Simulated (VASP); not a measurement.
# Si3N2 (P-3m1) in VASP: single point with PBE

Aim: the single point of Si3N2 with PBE.

All numbers are computed with VASP 6.6.1; they aren't measurements. Logs are shortened: lines on timing, memory, paths and dates and some standing lists are left out, and cuts for length are marked.

**1. The cell of the first run**

It takes space group P-3m1 (No. 164, trigonal). The conventional cell has a = 2.886 Å, b = 2.886 Å, c = 19.776 Å, α = 90.00°, β = 90.00°, γ = 120.00°. Within 2.3 Å of Si (site symmetry 3m) lie 3 N at 1.76 Å. Si (site symmetry 3m) has 3 N at 1.76 Å within 2.3 Å. Si (site symmetry 3m) has 10 Si at 2.43 to 2.89 Å within 3.2 Å. N (site symmetry 3m) has 3 Si at 1.76 Å within 2.3 Å. Within 2.3 Å of N (site symmetry 3m) lie 3 Si at 1.76 Å.

**2. Single point, PBE**

Contents of INCAR:

```
SYSTEM = Si3N2
  ALGO = Normal
  EDIFF = 1E-7
  ENCUT = 520
  GGA = PE
  ISIF = 2
  ISMEAR = 0
  LASPH = .TRUE.
  LCHARG = .TRUE.
  LELF = .TRUE.
  LREAL = .FALSE.
  LVHAR = .TRUE.
  LWAVE = .FALSE.
  NBANDS = 33
  NELM = 100
  PREC = Accurate
  SIGMA = 0.1
```

Contents of KPOINTS:

```
k-points
0
G
  12 12 2
  0 0 0
```

Contents of POSCAR:

```
Si3N2
1.0
    2.8861309250      0.0000000000      0.0000000000
   -1.4430654625      2.4994626997      0.0000000000
    0.0000000000      0.0000000000     19.7756684064
Si N
6 4
Direct
    0.0000000000      0.0000000000      0.9392946611
    0.0000000000      0.0000000000      0.0607053389
    0.3333333333      0.6666666667      0.6738066424
    0.6666666667      0.3333333333      0.3261933576
    0.3333333333      0.6666666667      0.5509601472
    0.6666666667      0.3333333333      0.4490398528
    0.6666666667      0.3333333333      0.9107792516
    0.3333333333      0.6666666667      0.0892207484
    0.0000000000      0.0000000000      0.7025399038
    0.0000000000      0.0000000000      0.2974600962
```

Potentials or basis: VASP PAW PBE potentials, release 64 (Si, N).

On the command line:

```sh
cat potpaw_PBE.64/Si/POTCAR potpaw_PBE.64/N/POTCAR > POTCAR
mpirun -np 1 vasp_std > vasp.out
```

OUTCAR:

```text
SYSTEM = Si3N2
   EDIFF = 1E-7
   ENCUT = 520
   GGA = PE
   ISIF = 2
   ISMEAR = 0
   LASPH = .TRUE.
   LREAL = .FALSE.
   NELM = 100
   PREC = Accurate

 ion  position               nearest neighbor table
   1  0.000  0.000  0.939-   7 1.76   7 1.76   7 1.76   2 2.40
   2  0.000  0.000  0.061-   8 1.76   8 1.76   8 1.76   1 2.40
   3  0.333  0.667  0.674-   9 1.76   9 1.76   9 1.76   5 2.43
   4  0.667  0.333  0.326-  10 1.76  10 1.76  10 1.76   6 2.43
   5  0.333  0.667  0.551-   3 2.43   6 2.62   6 2.62   6 2.62
   6  0.667  0.333  0.449-   4 2.43   5 2.62   5 2.62   5 2.62
   7  0.667  0.333  0.911-   1 1.76   1 1.76   1 1.76
   8  0.333  0.667  0.089-   2 1.76   2 1.76   2 1.76
   9  0.000  0.000  0.703-   3 1.76   3 1.76   3 1.76
  10  0.000  0.000  0.297-   4 1.76   4 1.76   4 1.76

  LATTYP: Found a hexagonal cell.
 ALAT       =     2.8861309250
 C/A-ratio  =     6.8519651119

  Lattice vectors:

 A1 = (   2.8861309250,   0.0000000000,   0.0000000000)
 A2 = (  -1.4430654625,   2.4994626997,   0.0000000000)
 A3 = (   0.0000000000,   0.0000000000,  19.7756684064)

Analysis of symmetry for initial positions (statically):
=====================================================================
 Subroutine PRICEL returns:
 Original cell was already a primitive cell.

 Routine SETGRP: Setting up the symmetry group for a
 hexagonal supercell.

 Subroutine GETGRP returns: Found 12 space group operations
 (whereof 12 operations were pure point group operations)
 out of a pool of 24 trial point group operations.

The static configuration has the point symmetry D_3d.

Analysis of symmetry for dynamics (positions and initial velocities):
=====================================================================
 Subroutine PRICEL returns:
 Original cell was already a primitive cell.

 Routine SETGRP: Setting up the symmetry group for a
 hexagonal supercell.

 Subroutine GETGRP returns: Found 12 space group operations
 (whereof 12 operations were pure point group operations)
 out of a pool of 24 trial point group operations.

The dynamic configuration has the point symmetry D_3d.

 Subroutine INISYM returns: Found 12 space group operations
 (whereof 12 operations are pure point group operations),
 and found     1 'primitive' translations

----------------------------------------------------------------------------------------

                                     Primitive cell

  volume of cell :     142.6573

  direct lattice vectors                    reciprocal lattice vectors
     2.886130925  0.000000000  0.000000000     0.346484628  0.200042993  0.000000000
    -1.443065462  2.499462700  0.000000000     0.000000000  0.400085987  0.000000000
     0.000000000  0.000000000 19.775668406     0.000000000  0.000000000  0.050567191

  length of vectors
     2.886130925  2.886130925 19.775668406     0.400085987  0.400085987  0.050567191

  position of ions in fractional coordinates (direct lattice)
     0.000000000  0.000000000  0.939294661
     0.000000000  0.000000000  0.060705339
     0.333333333  0.666666667  0.673806642
     0.666666667  0.333333333  0.326193358
     0.333333333  0.666666667  0.550960147
     0.666666667  0.333333333  0.449039853
     0.666666667  0.333333333  0.910779252
     0.333333333  0.666666667  0.089220748
     0.000000000  0.000000000  0.702539904
     0.000000000  0.000000000  0.297460096

  ion indices of the primitive-cell ions
   primitive index   ion index
                 1           1
                 2           2
                 3           3
                 4           4
                 5           5
                 6           6
                 7           7
                 8           8
                 9           9
                10          10

----------------------------------------------------------------------------------------

 KPOINTS: k-points

Automatic generation of k-mesh.
 Grid dimensions read from file:
 generate k-points for:   12   12    2

 Generating k-lattice:

  Cartesian coordinates                     Fractional coordinates (reciprocal lattice)
     0.028873719  0.016670249  0.000000000     0.083333333  0.000000000  0.000000000
     0.000000000  0.033340499  0.000000000     0.000000000  0.083333333  0.000000000
     0.000000000  0.000000000  0.025283595     0.000000000  0.000000000  0.500000000

  Length of vectors
     0.033340499  0.033340499  0.025283595

  Shift w.r.t. Gamma in fractional coordinates (k-lattice)
     0.000000000  0.000000000  0.000000000

 Subroutine IBZKPT returns following result:
 ===========================================

 Found     38 irreducible k-points:

 Following reciprocal coordinates:
            Coordinates               Weight
  0.000000  0.000000  0.000000      1.000000
  0.083333  0.000000  0.000000      6.000000
  0.166667  0.000000  0.000000      6.000000
  0.250000  0.000000  0.000000      6.000000
  0.333333 -0.000000  0.000000      6.000000
  0.416667  0.000000  0.000000      6.000000
[... 16 lines left out ...]
  0.250000  0.000000  0.500000      6.000000
  0.333333 -0.000000  0.500000      6.000000
 [... further k-points ...]
   k-points           NKPTS =     38   k-points in BZ     NKDIM =     38   number of bands    NBANDS=     33
   number of dos      NEDOS =    301   number of ions     NIONS =     10
   total plane-waves  NPLWV =  86400
   dimension x,y,z NGX =    24 NGY =   24 NGZ =  150
   dimension x,y,z NGXF=    48 NGYF=   48 NGZF=  300
   ions per type =               6   4
   NGX,Y,Z   is equivalent  to a cutoff of  13.82, 13.82, 12.61 a.u.
   NGXF,Y,Z  is equivalent  to a cutoff of  27.65, 27.65, 25.22 a.u.
 SYSTEM =  Si3N2
   PREC   = accura    normal or accurate (medium, high low for compatibility)
   ISTART =      0    job   : 0-new  1-cont  2-samecut
   ICHARG =      2    charge: 1-file 2-atom 10-const
   ISPIN  =      1    spin polarized calculation?
   LNONCOLLINEAR =      F non collinear calculations
   LSORBIT =      F    spin-orbit coupling
   LASPH  =      T    aspherical Exc in radial PAW
   ENCUT  =  520.0 eV  38.22 Ry    6.18 a.u.   5.37  5.37 36.77*2*pi/ulx,y,z
   NELM   =    100;   NELMIN=  2; NELMDL= -5     # of ELM steps
   EDIFF  = 0.1E-06   stopping-criterion for ELM
   LREAL  =      F    real-space projection
   EDIFFG = 0.1E-05   stopping-criterion for IOM
   NSW    =      0    number of steps for IOM
   IBRION =     -1    ionic relax: 0-MD 1-quasi-New 2-CG
   NFREE  =      0    steps in history (QN), initial steepest desc. (CG)
   ISIF   =      2    stress and relaxation
   ISYM   =      2    0-nonsym 1-usesym 2-fastsym
   POTIM  = 0.5000    time-step for ionic-motion
   TEBEG  =    0.0;   TEEND  =   0.0 temperature during run
   PSTRESS=    0.0 pullay stress
   NELECT =      44.0000    total number of electrons
   NUPDOWN=      -1.0000    fix difference up-down
   EMIN   =  10.00;   EMAX   =-10.00  energy-range for DOS
   EFERMI =   0.00;   METHOD = LEGACY
   ISMEAR =     0;   SIGMA  =   0.10  broadening in eV -4-tet -1-fermi 0-gaus
   EFERMI_NEDOS =   21; number of points for ismear=-14 and -15
   IALGO  =     38    algorithm
   IMIX   =      4    mixing-type and parameters
     AMIX     =   0.40;   BMIX     =  1.00
     AMIX_MAG =   1.60;   BMIX_MAG =  1.00
  volume/ion in A,a.u.               =      14.27        96.27
  Fermi-wavevector in a.u.,A,eV,Ry     =   1.106100  2.090226 16.646149  1.223457
  Thomas-Fermi vector in A             =   2.242596
   LORBIT       =      0    0 simple, 1 ext, 2 COOP (PROOUT), +10 PAW based schemes
   GGA     = PE    functional components
   LHFCALC =     F    Hartree Fock is set to
   AEXX    =    0.0000 exact exchange contribution
   IVDW    =     0    specifies the selected vdW correction
   LEPSILON=     F    determine dielectric tensor
   LRPA    =     F    only Hartree local field effects (RPA)
 non-spin polarized calculation
 Gauss-broadening in eV      SIGMA  =   0.10
  energy-cutoff  :      520.00
  volume of cell :      142.66
 maximum number of plane-waves:      3925
 NGX is ok and might be reduce to    24
   NGX = 11   NGY = 11   NGZ = 73

 number of electron      43.9999997 magnetization

 Free energy of the ion-electron system (eV)
  ---------------------------------------------------
  ext. energy  EPLUGINS =         0.00000000
  ---------------------------------------------------
  free energy    TOTEN  =       -69.85808134 eV

  energy without entropy =      -69.84693941  energy(sigma->0) =      -69.85251037

 E-fermi :   6.6924     XC(G=0):  -9.6356

 val. band max:        6.6770185656   @ k =   0.3333   0.3333   0.0000
 cond. band min:       6.7064993627   @ k =   0.2500   0.0833   0.5000
 fundamental gap:      0.0294807971
 Fermi energy:         6.6923704664

 k-point     1 :       0.0000    0.0000    0.0000
  band No.  band energies     occupation
      1     -12.8189      2.00000
      2     -12.5945      2.00000
      3     -12.5929      2.00000
      4     -12.3555      2.00000
      5      -6.5105      2.00000
      6      -3.7179      2.00000
[... 25 lines left out ...]
     32      13.0107      0.00000
     33      13.3503      0.00000

 k-point     2 :       0.0833    0.0000    0.0000
  band No.  band energies     occupation
      1     -12.7038      2.00000
      2     -12.4833      2.00000
      3     -12.4817      2.00000
      4     -12.2483      2.00000
      5      -6.3537      2.00000
      6      -3.5771      2.00000
[... 25 lines left out ...]
     32      13.1054      0.00000
     33      13.1848      0.00000

 k-point     3 :       0.1667    0.0000    0.0000
  band No.  band energies     occupation
      1     -12.3669      2.00000
      2     -12.1586      2.00000
      3     -12.1572      2.00000
      4     -11.9363      2.00000
      5      -5.8853      2.00000
      6      -3.1684      2.00000
[... 25 lines left out ...]
     32      12.7911      0.00000
     33      13.3963      0.00000

 k-point     4 :       0.2500    0.0000    0.0000
  band No.  band energies     occupation
      1     -11.8383      2.00000
      2     -11.6525      2.00000
      3     -11.6515      2.00000
      4     -11.4534      2.00000
      5      -5.1146      2.00000
      6      -2.6022      2.00000
[... 25 lines left out ...]
     32      12.7305      0.00000
     33      12.8841      0.00000

 k-point     5 :       0.3333   -0.0000    0.0000
  band No.  band energies     occupation
      1     -11.1868      2.00000
      2     -11.0384      2.00000
      3     -11.0378      2.00000
      4     -10.8770      2.00000
      5      -4.0922      2.00000
      6      -3.0083      2.00000
[... 604 lines left out ...]
 k-point    22 :       0.1667    0.0000    0.5000
  band No.  band energies     occupation
      1     -12.3669      2.00000
      2     -12.1587      2.00000
      3     -12.1571      2.00000
      4     -11.9363      2.00000
      5      -5.8853      2.00000
      6      -3.1685      2.00000
[... 25 lines left out ...]
     32      12.9332      0.00000
     33      13.3719      0.00000

 k-point    23 :       0.2500    0.0000    0.5000
  band No.  band energies     occupation
      1     -11.8383      2.00000
      2     -11.6527      2.00000
      3     -11.6514      2.00000
      4     -11.4534      2.00000
      5      -5.1146      2.00000
      6      -2.6022      2.00000
[... 25 lines left out ...]
     32      12.7347      0.00000
     33      12.8841      0.00000

 k-point    24 :       0.3333   -0.0000    0.5000
  band No.  band energies     occupation
      1     -11.1868      2.00000
      2     -11.0385      2.00000
      3     -11.0376      2.00000
      4     -10.8770      2.00000
      5      -4.0922      2.00000
      6      -3.0083      2.00000
[... 25 lines left out ...]
     32      12.6884      0.00000
     33      12.7881      0.00000

 [... further k-points ...]

------------------------ aborting loop because EDIFF is reached ----------------------------------------

  FORCE on cell =-STRESS in cart. coord.  units (eV):
  Direction    XX          YY          ZZ          XY          YZ          ZX
  --------------------------------------------------------------------------------------
  -------------------------------------------------------------------------------------
  Total       -0.0837800     -0.0837800     -0.1242647     -0.0000000      0.0000000      0.0000000
  in kB       -0.9409292     -0.9409292     -1.3956113     -0.0000000      0.0000000      0.0000000
  external PRESSURE =      -1.0924899 kB  Pullay stress =       0.0000000 kB

 VOLUME and BASIS-vectors are now :
 -----------------------------------------------------------------------------
  energy-cutoff  :      520.00
  volume of cell :      142.66
      direct lattice vectors                 reciprocal lattice vectors
     2.886130925  0.000000000  0.000000000     0.346484628  0.200042993  0.000000000
    -1.443065462  2.499462700  0.000000000     0.000000000  0.400085987  0.000000000
     0.000000000  0.000000000 19.775668406     0.000000000  0.000000000  0.050567191

 POSITION                                       TOTAL-FORCE (eV/Angst)
 -----------------------------------------------------------------------------------
      0.00000      0.00000     18.57518         0.000000      0.000000     -0.016379
      0.00000      0.00000      1.20049        -0.000000     -0.000000      0.016379
     -0.00000      1.66631     13.32498        -0.000000     -0.000000      0.020718
      1.44307      0.83315      6.45069        -0.000000      0.000000     -0.020718
     -0.00000      1.66631     10.89561        -0.000000      0.000000      0.000404
      1.44307      0.83315      8.88006         0.000000      0.000000     -0.000404
      1.44307      0.83315     18.01127         0.000000      0.000000      0.022753
     -0.00000      1.66631      1.76440        -0.000000     -0.000000     -0.022753
      0.00000      0.00000     13.89320        -0.000000      0.000000     -0.024045
      0.00000      0.00000      5.88247         0.000000     -0.000000      0.024045
 -----------------------------------------------------------------------------------
    total drift:                                0.000000     -0.000000      0.000000

  FREE ENERGIE OF THE ION-ELECTRON SYSTEM (eV)
  ---------------------------------------------------
  free  energy   TOTEN  =       -69.8580813372 eV

  energy  without entropy=      -69.8469394087  energy(sigma->0) =      -69.85251037
```

It took 12 min on 1 thread of Intel Xeon 8259CL, shared host; peak memory 0.35 GiB.

Results:

| Item | Value |
| --- | --- |
| Free energy | -69.8581 eV |
| Pressure | -0.1 GPa |
| Largest force | 0.024 eV/Å |
| Band gap on the k mesh | zero (bands 22 and 23 overlap by 4.30 eV) |

Forces on the atoms (eV/Å):
```
Si   0.000  0.000 -0.016
Si   0.000  0.000  0.016
Si   0.000  0.000  0.021
Si   0.000  0.000 -0.021
Si   0.000  0.000  0.000
Si   0.000  0.000  0.000
N    0.000  0.000  0.023
N    0.000  0.000 -0.023
N    0.000  0.000 -0.024
N    0.000  0.000  0.024
```

The gap in the log of VASP goes by the Fermi energy; the results here count the filled bands.